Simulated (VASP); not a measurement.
Al3GaAs4, 8 atoms in the cell. Symmetry: I-42m, No. 121, tetragonal system. Conventional cell: a = 5.730 Å, b = 5.730 Å, c = 11.457 Å, α = 90.00°, β = 90.00°, γ = 90.00°. Within 3.3 Å of Al (site symmetry -42m) lie 4 As at 2.48 Å. Al (site symmetry -4) has 4 As at 2.48 Å within 3.3 Å. Within 3.3 Å of Ga (site symmetry -42m) lie 4 As at 2.49 Å. Within 3.3 Å of As (site symmetry m) lie 3 Al at 2.48 Å and 1 Ga at 2.49 Å. 

```yaml
Program: VASP 6.6.1
Task: single point
Functional: PBE
Potentials_or_basis: VASP PAW PBE potentials, release 64 (Al, Ga_d, As)
Cutoff: 520 eV
k_mesh: 4 × 4 × 4
Occupations: gaussian, width 0.1 eV
Spin: no spin polarisation
Dipole_correction: no
Further_INCAR_settings: ALGO = Normal; EDIFF = 1e-06; NBANDS = 31
```

Potentials or basis: VASP PAW PBE potentials, release 64 (Al, Ga_d, As).

Command:

```console
$ cat potpaw_PBE.64/Al/POTCAR potpaw_PBE.64/Ga_d/POTCAR potpaw_PBE.64/As/POTCAR > POTCAR
$ mpirun -np 1 vasp_std > vasp.out
```

Hardware: 1 thread of Intel(R) Xeon(R) Platinum 8559C (Emerald Rapids), on a shared host.

Q: Estimate the wall time of this run.

A: Run time: 98 s on 1 thread of Intel(R) Xeon(R) Platinum 8559C (Emerald Rapids) (shared host), peak memory 0.41 GiB. Counts: scf iterations 14, k points 13.
